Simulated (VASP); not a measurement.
# In2O3 (R-3c) in VASP: single point with r2SCAN

Aim: the single point of In2O3 with r2SCAN.

Program: VASP 6.6.1. These are calculated values, not measurements. Logs are shortened: lines on timing, memory, paths and dates and some standing lists are left out, and cuts for length are marked.

### Step 1. The cell of the first run

The structure is trigonal, space group R-3c (No. 167). The conventional cell has a = 5.531 Å, b = 5.531 Å, c = 14.568 Å, α = 90.00°, β = 90.00°, γ = 120.00°. In (site symmetry 3) has 6 O at 2.14 to 2.26 Å within 2.8 Å. Within 2.8 Å of O (site symmetry 2) lie 4 In at 2.14 to 2.26 Å.

### Step 2. Single point, r2SCAN

File POSCAR:

```
In2O3
1.0
    2.7653917058      1.5965996441      4.8559671205
   -2.7653917058      1.5965996441      4.8559671205
    0.0000000000     -3.1931992932      4.8559671189
In O
4 6
Direct
    0.3571192963      0.3571192963      0.3571192963
    0.1428807037      0.1428807037      0.1428807037
    0.6428807037      0.6428807037      0.6428807037
    0.8571192963      0.8571192963      0.8571192963
    0.5466519591      0.9533480409      0.2500000000
    0.2500000000      0.5466519591      0.9533480409
    0.9533480409      0.2500000000      0.5466519591
    0.4533480409      0.0466519591      0.7500000000
    0.7500000000      0.4533480409      0.0466519591
    0.0466519591      0.7500000000      0.4533480409
```

File INCAR.step1:

```
PREC = Accurate ; ENCUT = 520
ISMEAR = 0 ; SIGMA = 0.01
LREAL = F ; LASPH = T
NELM = 80 ; NBANDS = 55
GGA = PE ; ALGO = Normal
EDIFF = 1E-4 ; LWAVE = T
LCHARG = F
```

File INCAR.step2:

```
PREC = Accurate ; ENCUT = 520
EDIFF = 1E-6 ; ISMEAR = 0
SIGMA = 0.01 ; LREAL = F
LASPH = T ; NELM = 80
ALGO = Normal ; ISIF = 2
LWAVE = F ; LCHARG = F
METAGGA = R2SCAN ; LMIXTAU = T
NBANDS = 55 ; ISTART = 1
```

File KPOINTS:

```
Automatic mesh
0
Gamma
  5 5 5
```

Potentials or basis: VASP PAW PBE potentials, release 64 (In_d, O).

The run is started by

```sh
$ cat potpaw_PBE.64/In_d/POTCAR potpaw_PBE.64/O/POTCAR > POTCAR
$ cp INCAR.step1 INCAR
$ mpirun -np 1 vasp_std > vasp.out
$ cp INCAR.step2 INCAR
$ mpirun -np 1 vasp_std > vasp.out
```

OUTCAR:

```text
PREC = Accurate
   ENCUT = 520
   EDIFF = 1E-6
   ISMEAR = 0
   LREAL = F
   LASPH = T
   NELM = 80
   ISIF = 2
   METAGGA = R2SCAN
   ISTART = 1

 ion  position               nearest neighbor table
   1  0.357  0.357  0.357-  10 2.14   9 2.14   8 2.14   7 2.26   5 2.26   6 2.26   2 3.12   3 3.27
                             3 3.27   3 3.27   2 3.63   2 3.63   2 3.63   4 4.01   4 4.01   4 4.01
   2  0.143  0.143  0.143-   9 2.14  10 2.14   8 2.14   6 2.26   5 2.26   7 2.26   1 3.12   4 3.27
                             4 3.27   4 3.27   1 3.63   1 3.63   1 3.63   3 4.01   3 4.01   3 4.01
   3  0.643  0.643  0.643-   7 2.14   6 2.14   5 2.14  10 2.26   8 2.26   9 2.26   4 3.12   1 3.27
                             1 3.27   1 3.27   4 3.63   4 3.63   4 3.63   2 4.01   2 4.01   2 4.01
   4  0.857  0.857  0.857-   6 2.14   7 2.14   5 2.14   9 2.26   8 2.26  10 2.26   3 3.12   2 3.27
                             2 3.27   2 3.27   3 3.63   3 3.63   3 3.63   1 4.01   1 4.01   1 4.01
   5  0.547  0.953  0.250-   3 2.14   4 2.14   1 2.26   2 2.26
   6  0.250  0.547  0.953-   4 2.14   3 2.14   2 2.26   1 2.26
   7  0.953  0.250  0.547-   3 2.14   4 2.14   1 2.26   2 2.26
   8  0.453  0.047  0.750-   1 2.14   2 2.14   3 2.26   4 2.26
   9  0.750  0.453  0.047-   2 2.14   1 2.14   4 2.26   3 2.26
  10  0.047  0.750  0.453-   1 2.14   2 2.14   3 2.26   4 2.26

  LATTYP: Found a trigonal (rhomboedric) cell.
 ALAT       =     5.8117930439
 COS(alpha) =     0.5471826843

  Lattice vectors:

 A1 = (   2.7653917058,   1.5965996441,   4.8559671205)
 A2 = (  -2.7653917058,   1.5965996441,   4.8559671205)
 A3 = (   0.0000000000,  -3.1931992932,   4.8559671189)

Analysis of symmetry for initial positions (statically):
=====================================================================
 Subroutine PRICEL returns:
 Original cell was already a primitive cell.

 Routine SETGRP: Setting up the symmetry group for a
 trigonal (rhombohedral) supercell.

 Subroutine GETGRP returns: Found 12 space group operations
 (whereof  6 operations were pure point group operations)
 out of a pool of 12 trial point group operations.

The static configuration has the point symmetry S_6 .
 The point group associated with its full space group is D_3d.

Analysis of symmetry for dynamics (positions and initial velocities):
=====================================================================
 Subroutine PRICEL returns:
 Original cell was already a primitive cell.

 Routine SETGRP: Setting up the symmetry group for a
 trigonal (rhombohedral) supercell.

 Subroutine GETGRP returns: Found 12 space group operations
 (whereof  6 operations were pure point group operations)
[... 126 lines left out ...]
   EMIN   =  10.00;   EMAX   =-10.00  energy-range for DOS
   EFERMI =   0.00;   METHOD = LEGACY
   ISMEAR =     0;   SIGMA  =   0.01  broadening in eV -4-tet -1-fermi 0-gaus
   EFERMI_NEDOS =   21; number of points for ismear=-14 and -15
   IALGO  =     38    algorithm
   IMIX   =      4    mixing-type and parameters
     AMIX     =   0.40;   BMIX     =  1.00
     AMIX_MAG =   1.60;   BMIX_MAG =  1.00
  volume/ion in A,a.u.               =      12.86        86.81
  Fermi-wavevector in a.u.,A,eV,Ry     =   1.442478  2.725888 28.310220  2.080742
  Thomas-Fermi vector in A             =   2.560994
   LORBIT       =      0    0 simple, 1 ext, 2 COOP (PROOUT), +10 PAW based schemes
   METAGGA = R2SCAN    functional components
   LHFCALC =     F    Hartree Fock is set to
   AEXX    =    0.0000 exact exchange contribution
   IVDW    =     0    specifies the selected vdW correction
   LEPSILON=     F    determine dielectric tensor
   LRPA    =     F    only Hartree local field effects (RPA)
 non-spin polarized calculation
 Gauss-broadening in eV      SIGMA  =   0.01
  energy-cutoff  :      520.00
  volume of cell :      128.64
 maximum number of plane-waves:      3479
 NGX is ok and might be reduce to    48
   NGX = 21   NGY = 21   NGZ = 21

 number of electron      88.0000013 magnetization

 Free energy of the ion-electron system (eV)
  ---------------------------------------------------
  ext. energy  EPLUGINS =         0.00000000
  ---------------------------------------------------
  free energy    TOTEN  =      -144.46336514 eV

  energy without entropy =     -144.46336514  energy(sigma->0) =     -144.46336514

 E-fermi :   5.1106     XC(G=0): -11.8263

 val. band max:        5.0184087954   @ k =  -0.2000   0.2000   0.0000
 cond. band min:       6.7578720627   @ k =   0.0000   0.0000   0.0000
 fundamental gap:      1.7394632673
 Fermi energy:         5.1105812474

 k-point     1 :       0.0000    0.0000    0.0000
  band No.  band energies     occupation
      1     -13.4278      2.00000
      2     -12.5827      2.00000
      3     -12.5827      2.00000
      4     -12.3942      2.00000
      5     -12.3942      2.00000
      6     -12.3076      2.00000
[... 1091 lines left out ...]
     54      16.4622      0.00000
     55      17.2861      0.00000

------------------------ aborting loop because EDIFF is reached ----------------------------------------

  FORCE on cell =-STRESS in cart. coord.  units (eV):
  Direction    XX          YY          ZZ          XY          YZ          ZX
  --------------------------------------------------------------------------------------
  -------------------------------------------------------------------------------------
  Total       -0.6780837     -0.6780837     -0.1021853     -0.0000000     -0.0000000      0.0000000
  in kB       -8.4452833     -8.4452833     -1.2726805     -0.0000000     -0.0000000      0.0000000
  external PRESSURE =      -6.0544157 kB  Pullay stress =       0.0000000 kB

 VOLUME and BASIS-vectors are now :
 -----------------------------------------------------------------------------
  energy-cutoff  :      520.00
  volume of cell :      128.64
      direct lattice vectors                 reciprocal lattice vectors
     2.765391706  1.596599644  4.855967120     0.180806212  0.104388515  0.068644067
    -2.765391706  1.596599644  4.855967120    -0.180806212  0.104388515  0.068644067
     0.000000000 -3.193199293  4.855967119     0.000000000 -0.208777031  0.068644067

 POSITION                                       TOTAL-FORCE (eV/Angst)
 -----------------------------------------------------------------------------------
      0.00000     -0.00000      5.20248         0.000000     -0.000000      0.020875
      0.00000     -0.00000      2.08147         0.000000      0.000000     -0.020875
      0.00000     -0.00000      9.36542         0.000000      0.000000     -0.020875
      0.00000     -0.00000     12.48643         0.000000     -0.000000      0.020875
     -1.12467      1.59660      8.49794         0.004359      0.000000     -0.000000
     -0.82036     -1.77230      8.49794        -0.002180      0.003775      0.000000
      1.94503      0.17570      8.49794        -0.002180     -0.003775     -0.000000
      1.12467     -1.59660      6.06996        -0.004359      0.000000     -0.000000
      0.82036      1.77230      6.06996         0.002180     -0.003775     -0.000000
     -1.94503     -0.17570      6.06996         0.002180      0.003775      0.000000
 -----------------------------------------------------------------------------------
    total drift:                                0.000000      0.000000     -0.000000

  FREE ENERGIE OF THE ION-ELECTRON SYSTEM (eV)
  ---------------------------------------------------
  free  energy   TOTEN  =      -144.4633651363 eV

  energy  without entropy=     -144.4633651363  energy(sigma->0) =     -144.46336514
```

OUTCAR.step1:

```text
PREC = Accurate
   ENCUT = 520
   ISMEAR = 0
   LREAL = F
[... 1354 lines left out ...]
      1.94503      0.17570      8.49794         0.003407      0.005901      0.000000
      1.12467     -1.59660      6.06996         0.006814      0.000000      0.000000
      0.82036      1.77230      6.06996        -0.003407      0.005901      0.000000
     -1.94503     -0.17570      6.06996        -0.003407     -0.005901     -0.000000
 -----------------------------------------------------------------------------------
    total drift:                                0.000000      0.000000     -0.000000

  FREE ENERGIE OF THE ION-ELECTRON SYSTEM (eV)
  ---------------------------------------------------
  free  energy   TOTEN  =       -55.4056069102 eV

  energy  without entropy=      -55.4056069102  energy(sigma->0) =      -55.40560691
```

It took 11 min on 1 thread of Intel Xeon Platinum 8559C (Emerald Rapids), shared host; peak memory 0.41 GiB.

What came out:

* Free energy: -144.4634 eV
* Pressure: -0.6 GPa
* Largest force: 0.021 eV/Å
* Band gap on the k mesh: 1.74 eV, indirect (least direct gap 1.79 eV)

Forces on the atoms (eV/Å):
```
In   0.000  0.000  0.021
In   0.000  0.000 -0.021
In   0.000  0.000 -0.021
In   0.000  0.000  0.021
O    0.004  0.000  0.000
O   -0.002  0.004  0.000
O   -0.002 -0.004  0.000
O   -0.004  0.000  0.000
O    0.002 -0.004  0.000
O    0.002  0.004  0.000
```

Caveat: the PAW data sets were made with another functional, which shifts forces and pressure a little; spin-orbit coupling is left out, which moves the levels of the heavy elements.
